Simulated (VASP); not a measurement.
# KBr (I4/mmm) in VASP: a series of runs, part 2 of 2

VASP 6.6.1. The steps go on from the part before.

## Step 3: Single point, r2SCAN (strain +0.040 along x and y, -0.080 along z)

Input file POSCAR:

```
KBr
1.0
    0.0000000000      3.4242000000      3.0291000000
    3.4242000000      0.0000000000      3.0291000000
    3.4242000000      3.4242000000      0.0000000000
K Br
1 1
Direct
    0.0000000000      0.0000000000      0.0000000000
    0.5000000000      0.5000000000      0.5000000000
```

Input file INCAR.step1:

```
SYSTEM = KBr
PREC = Accurate
ENCUT = 520
ISMEAR = 0
SIGMA = 0.05
LREAL = .False.
LASPH = .True.
NELM = 80
NBANDS = 15
GGA = PE
ALGO = Normal
EDIFF = 1E-4
LWAVE = .True.
LCHARG = .False.
```

Input file INCAR.step2:

```
SYSTEM = KBr
PREC = Accurate
ENCUT = 520
EDIFF = 1E-6
ISMEAR = 0
SIGMA = 0.05
LREAL = .False.
LASPH = .True.
NELM = 80
ALGO = Normal
ISIF = 2
LWAVE = .False.
LCHARG = .True.
METAGGA = R2SCAN
LMIXTAU = .True.
LELF = .True.
LVHAR = .True.
NBANDS = 15
ISTART = 1
```

Input file KPOINTS:

```
Automatic mesh
0
Gamma
  6 6 6
  0 0 0
```

Potentials or basis: VASP PAW PBE potentials, release 64 (K_sv, Br).

Started as:

```sh
$ cat potpaw_PBE.64/K_sv/POTCAR potpaw_PBE.64/Br/POTCAR > POTCAR
$ cp INCAR.step1 INCAR
$ mpirun -np 1 vasp_std > vasp.out
$ cp INCAR.step2 INCAR
$ mpirun -np 1 vasp_std > vasp.out
```

OUTCAR:

```text
SYSTEM = KBr
   PREC = Accurate
   ENCUT = 520
   EDIFF = 1E-6
   ISMEAR = 0
   LREAL = .False.
   LASPH = .True.
   NELM = 80
   ISIF = 2
   METAGGA = R2SCAN
   ISTART = 1

 ion  position               nearest neighbor table
   1  0.000  0.000  0.000-   2 3.03   2 3.03
   2  0.500  0.500  0.500-   1 3.03   1 3.03

  LATTYP: Found a body centered tetragonal cell.
 ALAT       =     4.8425500803
 C/A-ratio  =     1.2510350744

  Lattice vectors:

 A1 = (   0.0000000000,  -3.4242000000,  -3.0291000000)
 A2 = (   0.0000000000,   3.4242000000,  -3.0291000000)
 A3 = (   3.4242000000,   0.0000000000,   3.0291000000)

Analysis of symmetry for initial positions (statically):
=====================================================================
 Subroutine PRICEL returns:
 Original cell was already a primitive cell.

 Routine SETGRP: Setting up the symmetry group for a
 body centered tetragonal supercell.

 Subroutine GETGRP returns: Found 16 space group operations
 (whereof 16 operations were pure point group operations)
 out of a pool of 16 trial point group operations.

The static configuration has the point symmetry D_4h.

Analysis of symmetry for dynamics (positions and initial velocities):
=====================================================================
 Subroutine PRICEL returns:
 Original cell was already a primitive cell.

 Routine SETGRP: Setting up the symmetry group for a
 body centered tetragonal supercell.

 Subroutine GETGRP returns: Found 16 space group operations
 (whereof 16 operations were pure point group operations)
 out of a pool of 16 trial point group operations.

The dynamic configuration has the point symmetry D_4h.

 Subroutine INISYM returns: Found 16 space group operations
 (whereof 16 operations are pure point group operations),
 and found     1 'primitive' translations

----------------------------------------------------------------------------------------

                                     Primitive cell

  volume of cell :      71.0333

  direct lattice vectors                    reciprocal lattice vectors
     0.000000000  3.424200000  3.029100000    -0.146019508  0.146019508  0.165065531
     3.424200000  0.000000000  3.029100000     0.146019508 -0.146019508  0.165065531
     3.424200000  3.424200000  0.000000000     0.146019508  0.146019508 -0.165065531

  length of vectors
     4.571716576  4.571716576  4.842550080     0.264367213  0.264367213  0.264367213

  position of ions in fractional coordinates (direct lattice)
     0.000000000  0.000000000  0.000000000
     0.500000000  0.500000000  0.500000000

  ion indices of the primitive-cell ions
   primitive index   ion index
                 1           1
                 2           2

----------------------------------------------------------------------------------------

 KPOINTS: Automatic mesh

Automatic generation of k-mesh.
 Grid dimensions read from file:
 generate k-points for:    6    6    6

 Generating k-lattice:

  Cartesian coordinates                     Fractional coordinates (reciprocal lattice)
    -0.024336585  0.024336585  0.027510922     0.166666667 -0.000000000  0.000000000
     0.024336585 -0.024336585  0.027510922    -0.000000000  0.166666667  0.000000000
     0.024336585  0.024336585 -0.027510922     0.000000000  0.000000000  0.166666667

  Length of vectors
     0.044061202  0.044061202  0.044061202

  Shift w.r.t. Gamma in fractional coordinates (k-lattice)
     0.000000000  0.000000000  0.000000000

 Subroutine IBZKPT returns following result:
 ===========================================

 Found     30 irreducible k-points:

 Following reciprocal coordinates:
            Coordinates               Weight
  0.000000  0.000000  0.000000      1.000000
  0.166667  0.000000  0.000000      8.000000
  0.333333 -0.000000  0.000000      8.000000
  0.500000  0.000000  0.000000      4.000000
  0.166667  0.166667  0.000000      2.000000
  0.333333  0.166667  0.000000      8.000000
[... 16 lines left out ...]
  0.333333  0.000000  0.333333      4.000000
  0.500000  0.000000  0.333333     16.000000
 [... further k-points ...]
   k-points           NKPTS =     30   k-points in BZ     NKDIM =     30   number of bands    NBANDS=     15
   number of dos      NEDOS =    301   number of ions     NIONS =      2
   total plane-waves  NPLWV =  46656
   dimension x,y,z NGX =    36 NGY =   36 NGZ =   36
   dimension x,y,z NGXF=    72 NGYF=   72 NGZF=   72
   ions per type =               1   1
   NGX,Y,Z   is equivalent  to a cutoff of  13.09, 13.09, 12.36 a.u.
   NGXF,Y,Z  is equivalent  to a cutoff of  26.18, 26.18, 24.72 a.u.
 SYSTEM =  KBr
   PREC   = accura    normal or accurate (medium, high low for compatibility)
   ISTART =      1    job   : 0-new  1-cont  2-samecut
   ICHARG =      0    charge: 1-file 2-atom 10-const
   ISPIN  =      1    spin polarized calculation?
   LNONCOLLINEAR =      F non collinear calculations
   LSORBIT =      F    spin-orbit coupling
   LASPH  =      T    aspherical Exc in radial PAW
   ENCUT  =  520.0 eV  38.22 Ry    6.18 a.u.   8.50  8.50  9.00*2*pi/ulx,y,z
   NELM   =     80;   NELMIN=  2; NELMDL=  0     # of ELM steps
   EDIFF  = 0.1E-05   stopping-criterion for ELM
   LREAL  =      F    real-space projection
   EDIFFG = 0.1E-04   stopping-criterion for IOM
   NSW    =      0    number of steps for IOM
   IBRION =     -1    ionic relax: 0-MD 1-quasi-New 2-CG
   NFREE  =      0    steps in history (QN), initial steepest desc. (CG)
   ISIF   =      2    stress and relaxation
   ISYM   =      2    0-nonsym 1-usesym 2-fastsym
   POTIM  = 0.5000    time-step for ionic-motion
   TEBEG  =    0.0;   TEEND  =   0.0 temperature during run
   PSTRESS=    0.0 pullay stress
   NELECT =      16.0000    total number of electrons
   NUPDOWN=      -1.0000    fix difference up-down
   EMIN   =  10.00;   EMAX   =-10.00  energy-range for DOS
   EFERMI =   0.00;   METHOD = LEGACY
   ISMEAR =     0;   SIGMA  =   0.05  broadening in eV -4-tet -1-fermi 0-gaus
   EFERMI_NEDOS =   21; number of points for ismear=-14 and -15
   IALGO  =     38    algorithm
   IMIX   =      4    mixing-type and parameters
     AMIX     =   0.40;   BMIX     =  1.00
     AMIX_MAG =   1.60;   BMIX_MAG =  1.00
  volume/ion in A,a.u.               =      35.52       239.68
  Fermi-wavevector in a.u.,A,eV,Ry     =   0.996080  1.882318 13.499365  0.992175
  Thomas-Fermi vector in A             =   2.128144
   LORBIT       =      0    0 simple, 1 ext, 2 COOP (PROOUT), +10 PAW based schemes
   METAGGA = R2SCAN    functional components
   LHFCALC =     F    Hartree Fock is set to
   AEXX    =    0.0000 exact exchange contribution
   IVDW    =     0    specifies the selected vdW correction
   LEPSILON=     F    determine dielectric tensor
   LRPA    =     F    only Hartree local field effects (RPA)
 non-spin polarized calculation
 Gauss-broadening in eV      SIGMA  =   0.05
  energy-cutoff  :      520.00
  volume of cell :       71.03
 maximum number of plane-waves:      1947
 NGX is ok and might be reduce to    36
   NGX = 17   NGY = 17   NGZ = 17

 number of electron      15.9999999 magnetization

 Free energy of the ion-electron system (eV)
  ---------------------------------------------------
  ext. energy  EPLUGINS =         0.00000000
  ---------------------------------------------------
  free energy    TOTEN  =       -23.14763131 eV

  energy without entropy =      -23.14763131  energy(sigma->0) =      -23.14763131

 E-fermi :  -1.7040     XC(G=0):  -7.7784

 val. band max:       -2.0186089522   @ k =   0.0000   0.0000   0.0000
 cond. band min:       2.9587959926   @ k =   0.0000   0.0000   0.0000
 fundamental gap:      4.9774049448
 Fermi energy:        -1.7040161265

 k-point     1 :       0.0000    0.0000    0.0000
  band No.  band energies     occupation
      1     -30.9228      2.00000
      2     -14.8623      2.00000
      3     -13.6543      2.00000
      4     -13.6370      2.00000
      5     -13.6370      2.00000
      6      -2.1280      2.00000
      7      -2.1280      2.00000
      8      -2.0186      2.00000
      9       2.9588      0.00000
     10       5.9247      0.00000
     11       5.9247      0.00000
     12       6.6911      0.00000
     13       6.8012      0.00000
     14       7.5676      0.00000
[... 401 lines left out ...]
      2     -14.8701      2.00000
      3     -13.7076      2.00000
      4     -13.6580      2.00000
      5     -13.5721      2.00000
      6      -2.9568      2.00000
      7      -2.5033      2.00000
      8      -2.3489      2.00000
      9       4.8063      0.00000
     10       6.1009      0.00000
     11       7.4321      0.00000
     12       8.3923      0.00000
     13       8.5393      0.00000
     14       9.1722      0.00000
     15       9.4660      0.00000

 [... further k-points ...]
[... 5 lines left out ...]
  --------------------------------------------------------------------------------------
  -------------------------------------------------------------------------------------
  Total       -0.3948250     -0.3948250      2.3007912      0.0000000      0.0000000      0.0000000
  in kB       -8.9053979     -8.9053979     51.8950502      0.0000000      0.0000000      0.0000000
  external PRESSURE =      11.3614181 kB  Pullay stress =       0.0000000 kB

 VOLUME and BASIS-vectors are now :
 -----------------------------------------------------------------------------
  energy-cutoff  :      520.00
  volume of cell :       71.03
      direct lattice vectors                 reciprocal lattice vectors
     0.000000000  3.424200000  3.029100000    -0.146019508  0.146019508  0.165065531
     3.424200000  0.000000000  3.029100000     0.146019508 -0.146019508  0.165065531
     3.424200000  3.424200000  0.000000000     0.146019508  0.146019508 -0.165065531

 POSITION                                       TOTAL-FORCE (eV/Angst)
 -----------------------------------------------------------------------------------
      0.00000      0.00000      0.00000        -0.000000     -0.000000      0.000000
      3.42420      3.42420      3.02910         0.000000      0.000000     -0.000000
 -----------------------------------------------------------------------------------
    total drift:                                0.000000      0.000000      0.000000

  FREE ENERGIE OF THE ION-ELECTRON SYSTEM (eV)
  ---------------------------------------------------
  free  energy   TOTEN  =       -23.1476313098 eV

  energy  without entropy=      -23.1476313098  energy(sigma->0) =      -23.14763131
```

Wall time 89 s (1 thread of AMD EPYC 9R45 (Zen 5), shared host); peak memory 0.2 GiB.

What came out:

* Free energy: -23.1476 eV
* Pressure: 1.1 GPa
* Band gap on the k mesh: 4.98 eV, direct

Stress tensor (GPa, compression positive):
```
-0.89  0.00  0.00
 0.00 -0.89  0.00
 0.00  0.00  5.19
```

Caveat: the cell differs from its parent crystal (strain +0.040 along x and y, -0.080 along z); the PAW data sets were made with another functional, which shifts forces and pressure a little.
